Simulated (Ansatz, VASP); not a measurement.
Two plane-wave programs on Zn4Se3S

```
S Zn Se
1.0
     5.65895    0.00000    0.00000
     0.00000    5.65895    0.00000
     0.00000    0.00000    5.65895
S Zn Se
1 4 3
Direct
  0.00000 0.00000 0.00000
  0.75662 0.75662 0.75662
  0.24338 0.24338 0.75662
  0.24338 0.75662 0.24338
  0.75662 0.24338 0.24338
  0.50000 0.50000 0.00000
  0.50000 0.00000 0.50000
  0.00000 0.50000 0.50000
```

Alike in both runs: task single point; functional PBE; k mesh 4 × 4 × 4; no spin polarisation.

```csv
,VASP,Ansatz
version,VASP 6.6.1,Ansatz 0.2.0
potentials or method,"VASP PAW PBE potentials, release 64 (S, Zn, Se)","plane waves, PAW"
plane-wave cutoff (eV),520,420
occupations,"gaussian, width 0.01 eV",fixed
valence electrons in the cell,72,102
```

VASP gave:

- gap on the k mesh at the Fermi level (eV): 1.32
- pressure (GPa): 0.2

What did Ansatz give for the same quantities?

gap on the k mesh at the Fermi level (eV): 1.32; pressure (GPa): 0.0.

VASP's potentials hold 72 valence electrons a cell and Ansatz's 102, so a difference there can come from the potentials and not from the codes.
